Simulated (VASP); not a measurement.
A run of VASP 6.6.1 is set up as follows.

INCAR

```
SYSTEM = Mo
PREC = Accurate
ENCUT = 500
EDIFF = 1E-6
ISMEAR = 0
SIGMA = 0.1
LREAL = .FALSE.
LASPH = .TRUE.
NELM = 120
ALGO = Normal
ISIF = 2
LWAVE = .FALSE.
LCHARG = .TRUE.
GGA = PE
LELF = .TRUE.
LVHAR = .TRUE.
NBANDS = 13
GGA_COMPAT = .FALSE.
```

Contents of KPOINTS:

```
regular mesh
0
G
  18 18 18
  0 0 0
```

POSCAR

```
Mo
1.0
   -1.5313161827      1.5313161827      1.5313161827
    1.5313161827     -1.5313161827      1.5313161827
    1.5313161827      1.5313161827     -1.5313161827
Mo
1
Direct
    0.0000000000      0.0000000000      0.0000000000
```

Potentials or basis: VASP PAW PBE potentials, release 64 (Mo_sv).

Launch:

```sh
$ cat potpaw_PBE.64/Mo_sv/POTCAR > POTCAR
$ mpirun -np 1 vasp_std > vasp.out
```

Predict the band gap on the k mesh.

zero (band 7 reaches 18.49 eV, above the bottom of band 8 at 12.46 eV).

Estimate the pressure.

30.9 GPa.
